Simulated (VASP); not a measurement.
**KI2: single point with PBE**

KI2:

```
CELL_PARAMETERS angstrom
5.91269 0.00000 0.00000
-2.95634 5.12054 0.00000
0.00000 0.00000 4.59253
ATOMIC_POSITIONS crystal
K 0.00000 0.00000 0.00000
I 0.33333 0.66667 0.50000
I 0.66667 0.33333 0.50000
```

```
Program             : VASP 6.6.1
Task                : single point
Functional          : PBE
Potentials or basis : VASP PAW PBE potentials, release 64 (K_sv, I)
Cutoff              : 520 eV
k mesh              : 6 × 6 × 4
Occupations         : gaussian, width 0.1 eV
Spin                : no spin polarisation
```

```
Pressure               : -0.1 GPa
Band gap on the k mesh : zero (an odd number of electrons rules out a gap without spin polarisation)
```

Levels at points of the mesh, in eV from the Fermi level:
| k point | band 8 | band 9 | band 10 | band 11 | band 12 | band 13 | band 14 | band 15 | band 16 | band 17 |
| --- | --- | --- | --- | --- | --- | --- | --- | --- | --- | --- |
| (0.00, 0.00, 0.00) | -3.17 | -1.84 | -0.79 | -0.79 | -0.48 | 2.48 | 4.08 | 6.73 | 6.73 | 6.79 |
| (0.50, 0.00, 0.00) | -2.86 | -1.47 | -1.00 | -0.83 | 0.07 | 3.69 | 4.67 | 4.84 | 6.19 | 6.40 |
| (0.00, 0.00, 0.50) | -3.01 | -3.01 | -1.29 | -0.73 | -0.73 | 4.46 | 4.69 | 4.69 | 5.95 | 6.52 |
| (0.50, 0.00, 0.50) | -2.61 | -2.50 | -2.02 | -0.73 | 0.21 | 4.03 | 4.82 | 5.08 | 5.75 | 6.05 |

It took 93 s on 1 thread of Oxide Virtual Turin-like Processor, with other jobs on the host, peak memory 0.25 GiB.

Caveat: spin-orbit coupling is left out, which moves the levels of the heavy elements; an odd number of electrons without spin polarisation forces a metal; a magnetic or distorted state may lie lower.
